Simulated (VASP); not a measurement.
Set up this calculation in VASP 6.6.1, as the native input.

- Task: single point
- Functional: PBE
- Potentials or basis: VASP PAW PBE potentials, release 64 (Li_sv, Cl)
- Cutoff: 520 eV
- k mesh: 8 × 8 × 8
- Occupations: fermi-dirac, width 0.02 eV
- Spin: no spin polarisation
- Dipole correction: no
- Further INCAR settings: ALGO = Normal; EDIFF = 1e-06; NBANDS = 12

The structure of LiCl lies in POSCAR:

```
LiCl
1.0
   -0.1554463180      2.7128818349      2.7128818349
    2.7128818349     -0.1554463180      2.7128818349
    2.7128818349      2.7128818349     -0.1554463180
Li Cl
1 1
Direct
   -0.0052458618     -0.0052458618     -0.0052458618
    0.2552458618      0.2552458618      0.2552458618
```

This cell differs from its parent crystal: epitaxial 111 strain +5.0%.

One way to write it, as run:

INCAR

```
PREC = Accurate
ENCUT = 520
EDIFF = 1E-6
ISMEAR = -1
SIGMA = 0.02
LREAL = F
LASPH = T
NELM = 60
ALGO = Normal
ISIF = 2
LWAVE = F
LCHARG = F
GGA = PE
NBANDS = 12
```

KPOINTS

```
regular mesh
0
Gamma
  8 8 8
```

Potentials or basis: VASP PAW PBE potentials, release 64 (Li_sv, Cl).

Launch:

```bash
$ cat potpaw_PBE.64/Li_sv/POTCAR potpaw_PBE.64/Cl/POTCAR > POTCAR
$ mpirun -np 1 vasp_std > vasp.out
```

Results of the run:

```
Band gap on the k mesh : 5.63 eV, direct
```

Caveat: the cell differs from its parent crystal (epitaxial 111 strain +5.0%).

It took 15 s on 1 thread of Intel(R) Xeon(R) 6975P-C (Granite Rapids) (shared host), peak memory 0.17 GiB.
